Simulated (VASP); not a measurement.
# Cr (Immm) in VASP: notebook, part 2 of 2

VASP 6.6.1. The steps go on from the part before.

## Step 3: Single point, PBE (strain +0.0150 x Voigt [0, 0, 0, 0, 0, 1])

Input file INCAR:

```
SYSTEM = Cr
PREC = Accurate
ENCUT = 520
EDIFF = 1E-6
ISMEAR = 0
SIGMA = 0.15
LREAL = .False.
LASPH = .True.
NELM = 60
ALGO = Fast
ISIF = 2
LWAVE = .False.
LCHARG = .True.
GGA = PE
LELF = .True.
LVHAR = .True.
NBANDS = 12
```

Input file KPOINTS:

```
regular mesh
0
Gamma
  22 22 22
  0 0 0
```

Input file POSCAR:

```
Cr
1.0
    0.0138000000      1.8400000000      1.8400000000
    1.8400000000      0.0138000000      1.8400000000
    1.8538000000      1.8538000000      0.0000000000
Cr
1
Direct
    0.0000000000      0.0000000000      0.0000000000
```

Potentials or basis: VASP PAW PBE potentials, release 64 (Cr_pv).

Started as:

```sh
$ cat potpaw_PBE.64/Cr_pv/POTCAR > POTCAR
$ mpirun -np 1 vasp_std > vasp.out
```

OUTCAR:

```text
SYSTEM = Cr
   PREC = Accurate
   ENCUT = 520
   EDIFF = 1E-6
   ISMEAR = 0
   LREAL = .False.
   LASPH = .True.
   NELM = 60
   ISIF = 2
   GGA = PE

 ion  position               nearest neighbor table
   1  0.000  0.000  0.000-

  LATTYP: Found a body centered orthorhombic cell.
 ALAT       =     2.5826368076
 B/A-ratio  =     1.0151133501
 C/A-ratio  =     1.4249003147

  Lattice vectors:

 A1 = (   1.8400000000,   0.0138000000,  -1.8400000000)
 A2 = (  -1.8400000000,  -0.0138000000,  -1.8400000000)
 A3 = (   0.0138000000,   1.8400000000,   1.8400000000)

Analysis of symmetry for initial positions (statically):
=====================================================================
 Subroutine PRICEL returns:
 Original cell was already a primitive cell.

 Routine SETGRP: Setting up the symmetry group for a
 body centered orthorhombic supercell.

 Subroutine GETGRP returns: Found  8 space group operations
 (whereof  8 operations were pure point group operations)
 out of a pool of  8 trial point group operations.

The static configuration has the point symmetry D_2h.

Analysis of symmetry for dynamics (positions and initial velocities):
[... 169 lines left out ...]
      3     -32.7422      2.00000
      4       2.3598      2.00000
      5       9.2210      1.99999
      6       9.2979      1.99986
      7       9.3838      1.99721
      8      10.9434      0.00000
      9      10.9434      0.00000
     10      17.1648      0.00000
     11      29.1861      0.00000
     12      34.2698      0.00000
[... 331 lines left out ...]
 k-point    24 :      -0.4545    0.0455    0.0000
  band No.  band energies     occupation
      1     -33.4680      2.00000
      2     -32.8640      2.00000
      3     -32.8620      2.00000
      4       6.0367      2.00000
      5       9.1613      2.00000
      6       9.1804      2.00000
      7      10.2260      0.00000
      8      11.9722      0.00000
      9      12.3886      0.00000
     10      17.1541      0.00000
     11      18.7644      0.00000
     12      28.0614      0.00000

 [... further k-points ...]

------------------------ aborting loop because EDIFF is reached ----------------------------------------

  FORCE on cell =-STRESS in cart. coord.  units (eV):
  Direction    XX          YY          ZZ          XY          YZ          ZX
  --------------------------------------------------------------------------------------
  -------------------------------------------------------------------------------------
  Total       -0.8144430     -0.8144430     -0.8048462      0.0948597     -0.0000000     -0.0000000
  in kB     -104.7399254   -104.7399254   -103.5057446     12.1992565     -0.0000000     -0.0000000
  external PRESSURE =    -104.3285318 kB  Pullay stress =       0.0000000 kB

 VOLUME and BASIS-vectors are now :
 -----------------------------------------------------------------------------
  energy-cutoff  :      520.00
  volume of cell :       12.46
      direct lattice vectors                 reciprocal lattice vectors
     0.013800000  1.840000000  1.840000000    -0.273792575  0.273792575  0.271739130
     1.840000000  0.013800000  1.840000000     0.273792575 -0.273792575  0.271739130
     1.853800000  1.853800000  0.000000000     0.269716258  0.269716258 -0.271739130

 POSITION                                       TOTAL-FORCE (eV/Angst)
 -----------------------------------------------------------------------------------
      0.00000      0.00000      0.00000         0.000000     -0.000000      0.000000
 -----------------------------------------------------------------------------------
    total drift:                                0.000000      0.000000      0.000000

  FREE ENERGIE OF THE ION-ELECTRON SYSTEM (eV)
  ---------------------------------------------------
  free  energy   TOTEN  =        -9.1136605377 eV

  energy  without entropy=       -9.0914714579  energy(sigma->0) =       -9.10256600
```

Wall time 2 min (1 thread of Intel Xeon Platinum 8488C (Sapphire Rapids), shared host); peak memory 0.31 GiB.

What came out:

```yaml
Free_energy: -9.1137 eV
Pressure: -10.4 GPa
Band_gap_on_the_k_mesh: zero (band 6 reaches 12.03 eV, above the bottom of band 7 at 9.36 eV)
```

Caveat: the cell differs from its parent crystal (strain +0.0150 x Voigt [0, 0, 0, 0, 0, 1]); the run has no spin polarisation, though such a crystal can be magnetic. Spin polarisation is off, so any magnetic state and its effect on volume and gap are missing.

## Step 4: Single point, PBE (strain -0.0100 x Voigt [0, 0, 0, 0, 0, 1])

Input file INCAR:

```
PREC     = Accurate       # precision mode
ENCUT    = 520            # plane-wave cutoff, eV
EDIFF    = 1E-6           # SCF threshold, eV
ISMEAR   = 0              # smearing method
SIGMA    = 0.15           # smearing width, eV
LREAL    = F              # projectors in reciprocal space
LASPH    = T              # aspherical terms in the spheres
NELM     = 60             # most SCF steps
ALGO     = Fast           # electronic algorithm
ISIF     = 2              # what is computed and relaxed
LWAVE    = F              # write WAVECAR
LCHARG   = F              # write CHGCAR
GGA      = PE             # functional
NBANDS   = 12             # bands
```

Input file KPOINTS:

```
regular mesh
0
Gamma
  22 22 22
```

Input file POSCAR:

```
Cr
1.0
   -0.0092000000      1.8400000000      1.8400000000
    1.8400000000     -0.0092000000      1.8400000000
    1.8308000000      1.8308000000      0.0000000000
Cr
1
Direct
    0.0000000000      0.0000000000      0.0000000000
```

Started as:

```sh
$ cat potpaw_PBE.64/Cr_pv/POTCAR > POTCAR
$ mpirun -np 1 vasp_std > vasp.out
```

Wall time 2 min (1 thread of Intel Xeon Platinum 8488C (Sapphire Rapids), shared host); peak memory 0.31 GiB.

Results (log left out):

| Quantity | Value |
| --- | --- |
| Free energy | -9.1132 eV |
| Pressure | -10.4 GPa |
| Band gap on the k mesh | zero (band 6 reaches 12.03 eV, above the bottom of band 7 at 9.36 eV) |

Stress tensor (GPa, compression positive):
```
-10.46  -0.83   0.00
 -0.83 -10.46   0.00
  0.00   0.00 -10.41
```

Levels at points of the mesh, in eV from the Fermi level:
| k point | band 4 | band 5 | band 6 | band 7 | band 8 | band 9 |
| --- | --- | --- | --- | --- | --- | --- |
| (0.00, 0.00, 0.00) | -7.34 | -0.45 | -0.40 | -0.34 | 1.24 | 1.24 |
| (0.50, 0.00, 0.00) | -3.72 | -0.54 | -0.45 | 0.68 | 2.33 | 2.37 |
| (0.50, 0.50, 0.00) | -3.85 | -3.06 | 2.33 | 2.65 | 2.65 | 3.49 |
| (0.00, 0.00, 0.50) | -3.71 | -0.56 | -0.47 | 0.79 | 2.34 | 2.39 |
| (0.50, 0.00, 0.50) | -3.85 | -3.06 | 2.33 | 2.65 | 2.65 | 3.49 |

Caveat: the cell differs from its parent crystal (strain -0.0100 x Voigt [0, 0, 0, 0, 0, 1]); the run has no spin polarisation, though such a crystal can be magnetic.

## Step 5: Overview

```csv
cell,further INCAR settings,gap on the mesh (eV),pressure (GPa)
"a = 2.602, b = 2.602, c = 2.576 Å, angles 60.3, 60.3, 60.7°, 1 atom",ALGO = Fast; EDIFF = 1e-07; NBANDS = 12,none,-10.6
"a = 2.602, b = 2.602, c = 2.622 Å, angles 59.8, 59.8, 59.5°, 1 atom",ALGO = Fast; EDIFF = 1e-06; NBANDS = 12,none,-10.4
"a = 2.602, b = 2.602, c = 2.589 Å, angles 60.2, 60.2, 60.3°, 1 atom",ALGO = Fast; EDIFF = 1e-06; NBANDS = 12,none,-10.4
```

Alike in all rows: task single point; level PBE; potentials or basis VASP PAW PBE potentials, release 64 (Cr_pv); no spin polarisation; k mesh 22 × 22 × 22; cutoff (eV) 520; smearing gaussian 0.15 eV.

Caveats: the run has no spin polarisation, though such a crystal can be magnetic.

Total energies depend on the potentials used, so only differences within one code and one set of settings carry meaning.
